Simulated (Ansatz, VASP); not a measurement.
## ZnInC4N4 in VASP and in Ansatz

```
Zn In C N
1.0
     5.97962    0.00000    0.00000
     0.00000    5.97962    0.00000
     0.00000    0.00000    5.97962
Zn In C N
1 1 4 4
Cartesian
  2.9898 2.9898 2.9898
  0.0000 0.0000 0.0000
  1.1553 1.1553 1.1553
  1.1553 4.8243 4.8243
  4.8243 1.1553 4.8243
  4.8243 4.8243 1.1553
  1.8308 1.8308 1.8308
  1.8308 4.1488 4.1488
  4.1488 1.8308 4.1488
  4.1488 4.1488 1.8308
```

Alike in both runs: task single point; functional PBE; k mesh 4 × 4 × 4; occupations gaussian, width 0.1 eV; no spin polarisation.

|  | VASP | Ansatz |
| --- | --- | --- |
| version | VASP 6.6.1 | Ansatz 0.2.0 |
| potentials or method | VASP PAW PBE potentials, release 64 (Zn, In_d, C_h, N_h), cutoff 910 eV | scalar-relativistic, plane waves, PAW |
| valence electrons in the cell | 61 | 61 |

Ansatz gave:

* gap on the k mesh at the Fermi level (eV): none
* rms of the force components (eV/Å): 0.990

Question: Which values does VASP return?

Answer: gap on the k mesh at the Fermi level (eV): none; rms of the force components (eV/Å): 0.967.

Atom by atom the forces differ by 0.024 eV/Å (rms over components). A gap of «none» marks a metal or a gap that the smearing closes.

Noted on VASP's run: the cutoff is short for stress, so the pressure is rough.
